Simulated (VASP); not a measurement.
# Pt (Im-3m) in VASP: further runs, part 2 of 3

VASP 6.6.1. Earlier steps stand in the parts before.

## 3. Relaxation of cell and atoms, r2SCAN

This run uses another cell than the first one, of 15.09 Å³/atom, 0.974 times its volume.

POSCAR reads:

```
Pt
1.0
   -1.5568832667      1.5568832667      1.5568832667
    1.5568832667     -1.5568832667      1.5568832667
    1.5568832667      1.5568832667     -1.5568832667
Pt
1
Direct
    0.0000000000      0.0000000000      0.0000000000
```

INCAR.step1 reads:

```
PREC = Accurate ; ENCUT = 600
ISMEAR = -1 ; SIGMA = 0.1
LREAL = False ; LASPH = True
NELM = 80 ; GGA = PE
ALGO = Normal ; EDIFF = 1E-4
LWAVE = True ; LCHARG = False
```

INCAR.step2 reads:

```
PREC = Accurate ; ENCUT = 600
EDIFF = 1E-6 ; ISMEAR = -1
SIGMA = 0.1 ; LREAL = False
LASPH = True ; NELM = 80
ALGO = Normal ; ISIF = 3
LWAVE = False ; LCHARG = False
METAGGA = R2SCAN ; LMIXTAU = True
IBRION = 2 ; NSW = 80
EDIFFG = -0.01 ; ISTART = 1
```

KPOINTS reads:

```
Automatic mesh
0
Gamma
  14 14 14
```

Potentials or basis: VASP PAW PBE potentials, release 64 (Pt).

Run with:

```sh
$ cat potpaw_PBE.64/Pt/POTCAR > POTCAR
$ cp INCAR.step1 INCAR
$ mpirun -np 1 vasp_std > vasp.out
$ cp INCAR.step2 INCAR
$ mpirun -np 1 vasp_std > vasp.out
```

OUTCAR:

```text
PREC = Accurate
   ENCUT = 600
   EDIFF = 1E-6
   ISMEAR = -1
   LREAL = False
   LASPH = True
   NELM = 80
   ISIF = 3
   METAGGA = R2SCAN
   IBRION = 2
   NSW = 80
   EDIFFG = -0.01
   ISTART = 1

 ion  position               nearest neighbor table
   1  0.000  0.000  0.000-

  LATTYP: Found a body centered cubic cell.
 ALAT       =     3.1137665334

  Lattice vectors:

 A1 = (  -1.5568832667,   1.5568832667,   1.5568832667)
 A2 = (   1.5568832667,  -1.5568832667,   1.5568832667)
 A3 = (   1.5568832667,   1.5568832667,  -1.5568832667)

Analysis of symmetry for initial positions (statically):
=====================================================================
 Subroutine PRICEL returns:
 Original cell was already a primitive cell.

 Routine SETGRP: Setting up the symmetry group for a
 body centered cubic supercell.

 Subroutine GETGRP returns: Found 48 space group operations
 (whereof 48 operations were pure point group operations)
 out of a pool of 48 trial point group operations.

The static configuration has the point symmetry O_h .

Analysis of symmetry for dynamics (positions and initial velocities):
=====================================================================
 Subroutine PRICEL returns:
 Original cell was already a primitive cell.

 Routine SETGRP: Setting up the symmetry group for a
 body centered cubic supercell.

 Subroutine GETGRP returns: Found 48 space group operations
 (whereof 48 operations were pure point group operations)
 out of a pool of 48 trial point group operations.

The dynamic configuration has the point symmetry O_h .

 Subroutine INISYM returns: Found 48 space group operations
 (whereof 48 operations are pure point group operations),
 and found     1 'primitive' translations

----------------------------------------------------------------------------------------

                                     Primitive cell

  volume of cell :      15.0948

  direct lattice vectors                    reciprocal lattice vectors
    -1.556883267  1.556883267  1.556883267     0.000000000  0.321154457  0.321154457
     1.556883267 -1.556883267  1.556883267     0.321154457  0.000000000  0.321154457
     1.556883267  1.556883267 -1.556883267     0.321154457  0.321154457  0.000000000

  length of vectors
     2.696600919  2.696600919  2.696600919     0.454180989  0.454180989  0.454180989

  position of ions in fractional coordinates (direct lattice)
     0.000000000  0.000000000  0.000000000

  ion indices of the primitive-cell ions
   primitive index   ion index
                 1           1

----------------------------------------------------------------------------------------

 KPOINTS: Automatic mesh

Automatic generation of k-mesh.
 Grid dimensions read from file:
 generate k-points for:   14   14   14

 Generating k-lattice:

  Cartesian coordinates                     Fractional coordinates (reciprocal lattice)
     0.000000000  0.022939604  0.022939604     0.071428571  0.000000000  0.000000000
     0.022939604  0.000000000  0.022939604     0.000000000  0.071428571  0.000000000
     0.022939604  0.022939604  0.000000000     0.000000000  0.000000000  0.071428571

  Length of vectors
     0.032441499  0.032441499  0.032441499

  Shift w.r.t. Gamma in fractional coordinates (k-lattice)
     0.000000000  0.000000000  0.000000000

 Subroutine IBZKPT returns following result:
 ===========================================

 Found    104 irreducible k-points:

 Following reciprocal coordinates:
            Coordinates               Weight
  0.000000  0.000000  0.000000      1.000000
  0.071429  0.000000  0.000000     12.000000
  0.142857  0.000000  0.000000     12.000000
  0.214286  0.000000  0.000000     12.000000
  0.285714  0.000000  0.000000     12.000000
  0.357143  0.000000  0.000000     12.000000
[... 16 lines left out ...]
  0.285714  0.285714  0.000000     24.000000
  0.357143  0.285714  0.000000     24.000000
 [... further k-points ...]
[... 28 lines left out ...]
   PSTRESS=    0.0 pullay stress
   NELECT =      10.0000    total number of electrons
   NUPDOWN=      -1.0000    fix difference up-down
   EMIN   =  10.00;   EMAX   =-10.00  energy-range for DOS
   EFERMI =   0.00;   METHOD = LEGACY
   ISMEAR =    -1;   SIGMA  =   0.10  broadening in eV -4-tet -1-fermi 0-gaus
   EFERMI_NEDOS =   21; number of points for ismear=-14 and -15
   IALGO  =     38    algorithm
   IMIX   =      4    mixing-type and parameters
     AMIX     =   0.40;   BMIX     =  1.00
     AMIX_MAG =   1.60;   BMIX_MAG =  1.00
  volume/ion in A,a.u.               =      15.09       101.86
  Fermi-wavevector in a.u.,A,eV,Ry     =   1.427136  2.696897 27.711231  2.036718
  Thomas-Fermi vector in A             =   2.547338
   LORBIT       =      0    0 simple, 1 ext, 2 COOP (PROOUT), +10 PAW based schemes
   METAGGA = R2SCAN    functional components
   LHFCALC =     F    Hartree Fock is set to
   AEXX    =    0.0000 exact exchange contribution
   IVDW    =     0    specifies the selected vdW correction
   LEPSILON=     F    determine dielectric tensor
   LRPA    =     F    only Hartree local field effects (RPA)
 conjugate gradient relaxation of ions
 non-spin polarized calculation
  energy-cutoff  :      600.00
  volume of cell :       15.09
 maximum number of plane-waves:       531
 NGX is ok and might be reduce to    24
   NGX = 11   NGY = 11   NGZ = 11

--------------------------------------- Ionic step        1  -------------------------------------------

 number of electron      10.0000001 magnetization

 Free energy of the ion-electron system (eV)
  ---------------------------------------------------
  ext. energy  EPLUGINS =         0.00000000
  ---------------------------------------------------
  free energy    TOTEN  =       -51.40656373 eV

  energy without entropy =      -51.37085474  energy(sigma->0) =      -51.38870924

------------------------ aborting loop because EDIFF is reached ----------------------------------------

  FORCE on cell =-STRESS in cart. coord.  units (eV):
  Direction    XX          YY          ZZ          XY          YZ          ZX
  --------------------------------------------------------------------------------------
  -------------------------------------------------------------------------------------
  Total        0.7614076      0.7614076      0.7614076     -0.0000000     -0.0000000     -0.0000000
  in kB       80.8164299     80.8164299     80.8164299     -0.0000000     -0.0000000     -0.0000000
  external PRESSURE =      80.8164299 kB  Pullay stress =       0.0000000 kB
[... 22 lines left out ...]
--------------------------------------- Ionic step        2  -------------------------------------------

 number of electron      10.0000001 magnetization

 E-fermi :   8.8625     XC(G=0): -13.8346

 val. band max:        8.8430725938   @ k =   0.4286   0.0714  -0.0000
 cond. band min:       8.8652199539   @ k =  -0.3571   0.4286   0.2857
 fundamental gap:      0.0221473601
 Fermi energy:         8.8625490762

 k-point     1 :       0.0000    0.0000    0.0000
  band No.  band energies     occupation
      1      -0.1895      2.00000
      2       5.6098      2.00000
      3       5.6098      2.00000
      4       5.6098      2.00000
      5       7.8811      1.99989
      6       7.8811      1.99989
      7      26.9710      0.00000
      8      26.9710      0.00000
      9      26.9710      0.00000
[... 345 lines left out ...]
--------------------------------------- Ionic step        4  -------------------------------------------

 number of electron      10.0000000 magnetization

 Free energy of the ion-electron system (eV)
  ---------------------------------------------------
  ext. energy  EPLUGINS =         0.00000000
  ---------------------------------------------------
  free energy    TOTEN  =       -51.41723086 eV

  energy without entropy =      -51.38030264  energy(sigma->0) =      -51.39876675

 E-fermi :  10.2243     XC(G=0): -14.3970

 val. band max:       10.2121194833   @ k =  -0.3571   0.4286   0.1429
 cond. band min:      10.2440726349   @ k =  -0.3571   0.4286   0.2857
 fundamental gap:      0.0319531516
 Fermi energy:        10.2243448853

 k-point     1 :       0.0000    0.0000    0.0000
  band No.  band energies     occupation
      1       0.3417      2.00000
      2       6.5578      2.00000
      3       6.5578      2.00000
      4       6.5578      2.00000
      5       9.1225      1.99997
      6       9.1225      1.99997
      7      28.3496      0.00000
      8      28.3496      0.00000
      9      28.3496      0.00000
[... 304 lines left out ...]
  FREE ENERGIE OF THE ION-ELECTRON SYSTEM (eV)
  ---------------------------------------------------
  free  energy   TOTEN  =       -51.4172308551 eV

  energy  without entropy=      -51.3803026377  energy(sigma->0) =      -51.39876675

 reached required accuracy - stopping structural energy minimisation
```

OUTCAR.step1:

```text
PREC = Accurate
   ENCUT = 600
   ISMEAR = -1
   LREAL = False
   LASPH = True
   NELM = 80
[... 503 lines left out ...]
 POSITION                                       TOTAL-FORCE (eV/Angst)
 -----------------------------------------------------------------------------------
      0.00000      0.00000      0.00000         0.000000      0.000000     -0.000000
 -----------------------------------------------------------------------------------
    total drift:                               -0.000000      0.000000      0.000000

  FREE ENERGIE OF THE ION-ELECTRON SYSTEM (eV)
  ---------------------------------------------------
  free  energy   TOTEN  =        -5.9879193719 eV

  energy  without entropy=       -5.9501382116  energy(sigma->0) =       -5.96902879
```

OSZICAR.step1:

```text
N       E                     dE             d eps       ncg     rms          rms(c)
DAV:   1     0.428631924034E+02    0.42863E+02   -0.60278E+03  1888   0.117E+03
DAV:   2    -0.586642178973E+01   -0.48730E+02   -0.46702E+02  1978   0.200E+02
DAV:   3    -0.634045773850E+01   -0.47404E+00   -0.47236E+00  2153   0.208E+01
DAV:   4    -0.634199752407E+01   -0.15398E-02   -0.15397E-02  2049   0.125E+00
DAV:   5    -0.634200847928E+01   -0.10955E-04   -0.10954E-04  2012   0.103E-01    0.126E+01
DAV:   6    -0.602854216790E+01    0.31347E+00   -0.78056E-01  1885   0.799E+00    0.669E+00
DAV:   7    -0.599130483426E+01    0.37237E-01   -0.15224E-01  1969   0.343E+00    0.244E+00
DAV:   8    -0.598811501336E+01    0.31898E-02   -0.71002E-03  1916   0.845E-01    0.520E-01
DAV:   9    -0.598791496853E+01    0.20004E-03   -0.23013E-04  1684   0.153E-01    0.233E-02
DAV:  10    -0.598791937186E+01   -0.44033E-05   -0.34001E-06   952   0.170E-02
   1 F= -.59879194E+01 E0= -.59690288E+01  d E =-.377812E-01
```

It took 62 s on 1 thread of Intel Xeon 6975P-C (Granite Rapids), shared host; peak memory 0.17 GiB.

Results:

```
Free energy                            : -51.4172 eV
Relaxed volume                         : 15.53 Å³/atom
Relaxed cell                           : a = 2.723 Å, b = 2.723 Å, c = 2.723 Å, α = 109.47°, β = 109.47°, γ = 109.47°
Space group after relaxing (to 0.05 Å) : Im-3m (No. 229)
Energy gained by relaxing              : 10.7 meV/atom
Ionic steps                            : 4
Pressure after relaxing                : 0.0 GPa
Band gap on the k mesh                 : zero (band 5 reaches 11.37 eV, above the bottom of band 6 at 8.96 eV)
```

Step by step:
| step | energy change (eV) | largest force (eV/Å) | pressure (GPa) | volume (Å³) |
| --- | --- | --- | --- | --- |
| 1 | 0.0000 | 0.0000 | 8.08 | 15.09 |
| 2 | 0.0621 | 0.0000 | -16.59 | 16.82 |
| 3 | -0.0107 | 0.0000 | -0.23 | 15.55 |
| 4 | -0.0107 | 0.0000 | -0.01 | 15.53 |

Final structure:
```
Pt
1.0
    -1.57185    1.57185    1.57185
     1.57185   -1.57185    1.57185
     1.57185    1.57185   -1.57185
Pt
1
Direct
  0.00000 0.00000 0.00000
```

Levels at points of the mesh, in eV from the Fermi level:
```
           k point  band 2  band 3  band 4  band 5  band 6  band 7  band 8  band 9
(0.00, 0.00, 0.00)   -3.67   -3.67   -3.67   -1.10   -1.10   18.13   18.13   18.13
(0.50, 0.00, 0.00)   -5.17   -1.27   -0.77    0.43    1.17    6.80   14.11   16.81
(0.50, 0.50, 0.50)   -6.45    0.61    0.61    0.61    8.19    8.19    8.19   13.75
```

Caveat: the PAW data sets were made with another functional, which shifts forces and pressure a little; spin-orbit coupling is left out, which moves the levels of the heavy elements.

(Continued in part 3 of 3.)
